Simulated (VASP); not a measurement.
The system is EuS.

```
CELL_PARAMETERS angstrom
0.00000 2.97850 2.97850
2.97850 0.00000 2.97850
2.97850 2.97850 0.00000
ATOMIC_POSITIONS crystal
Eu 0.00000 0.00000 0.00000
S 0.50000 0.50000 0.50000
```

Base run:

| Item | Value |
| --- | --- |
| Program | VASP 6.6.1 |
| Functional | PBE |
| Potentials or basis | VASP PAW PBE potentials, release 64 (Eu, S) |
| Cutoff | 600 eV |
| k mesh | 7 × 7 × 7 |
| Occupations | fermi-dirac, width 0.15 eV |
| Spin | collinear spin, ferromagnetic start |
| Starting moments | [7.0, 0.0] μB |

Its results: pressure -2.9 GPa; net moment 6.93 μB per cell; site moments Eu +6.56; S -0.07 μB.

**Question.** The run is repeated on the same cell with these changes: hubbard terms from none to Eu f U = 2.0 eV. What comes out?

**Answer.** Pressure -1.5 GPa; net moment 6.97 μB per cell; site moments Eu +6.62; S -0.07 μB.

Caveats: a cell with one magnetic atom can't hold antiferromagnetic order, which such compounds often take.
